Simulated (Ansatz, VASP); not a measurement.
## Two plane-wave programs on Al2Cu

```xyz
3
Lattice="-1.9111 1.9111 2.9296 1.9111 -1.9111 2.9296 1.9111 1.9111 -2.9296" Properties=species:S:1:pos:R:3 pbc="T T T"
Al    0.0000    1.9111    1.4648
Al    1.9111    0.0000    1.4648
Cu    0.0000    0.0000    2.9296
```

Alike in both runs: task single point; functional LDA; k mesh 14 × 14 × 14; occupations gaussian, width 0.15 eV; no spin polarisation.

```csv
,VASP,Ansatz
version,VASP 6.6.1,Ansatz 0.2.0
potentials or method,"VASP PAW LDA potentials, release 64 (Al, Cu), cutoff 520 eV","scalar-relativistic, plane waves, PAW"
valence electrons in the cell,17,25
```

```tsv
	VASP	Ansatz	Ansatz less VASP
gap on the k mesh at the Fermi level (eV)	none	none	-
pressure (GPa)	8.6	8.3	-0.27
traceless stress, the component that is largest in VASP (GPa)	-5.76	-5.78	-0.019
```

Ansatz warns that its potentials were made for another functional, while VASP's fit it. LDA's correlation is that of Perdew and Zunger in VASP and of Perdew and Wang (1992) in Ansatz. A gap of «none» marks a metal or a gap that the smearing closes. VASP's potentials hold 17 valence electrons a cell and Ansatz's 25, so a difference there can come from the potentials and not from the codes.
